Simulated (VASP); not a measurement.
Input of a VASP 6.6.1 run:

The input INCAR:

```
SYSTEM = Bi
PREC = Accurate
ENCUT = 520
EDIFF = 1E-6
ISMEAR = -1
SIGMA = 0.05
LREAL = .False.
LASPH = .True.
NELM = 100
ALGO = Fast
ISIF = 2
LWAVE = .False.
LCHARG = .False.
GGA = CA
NBANDS = 22
```

Contents of KPOINTS:

```
regular mesh
0
Gamma
  6 6 9
  0 0 0
```

Contents of POSCAR:

```
Bi
1.0
    3.4414490040     -3.0902406750      0.0000000000
    3.4414490040      3.0902406750      0.0000000000
   -1.2432027094      0.0000000000      3.0714698416
Bi
2
Direct
    0.7530610000      0.7530610000      0.8573820000
    0.2469390000      0.2469390000      0.1426180000
```

Potentials or basis: VASP PAW LDA potentials, release 64 (Bi_d).

Run with:

```sh
$ cat potpaw_LDA.64/Bi_d/POTCAR > POTCAR
$ mpirun -np 1 vasp_std > vasp.out
```

Question: What does it give for the pressure?

Answer: -1.7 GPa.

Question: What does it give for the largest force?

Answer: 0.028 eV/Å.

Question: Estimate the band gap on the k mesh.

Answer: Zero (band 15 reaches 10.25 eV, above the bottom of band 16 at 5.22 eV).

Forces in eV/Å, atoms in the order of the input:
```
Bi   0.024  0.000  0.015
Bi  -0.024  0.000 -0.015
```

Caveat: spin-orbit coupling is left out, which moves the levels of the heavy elements.
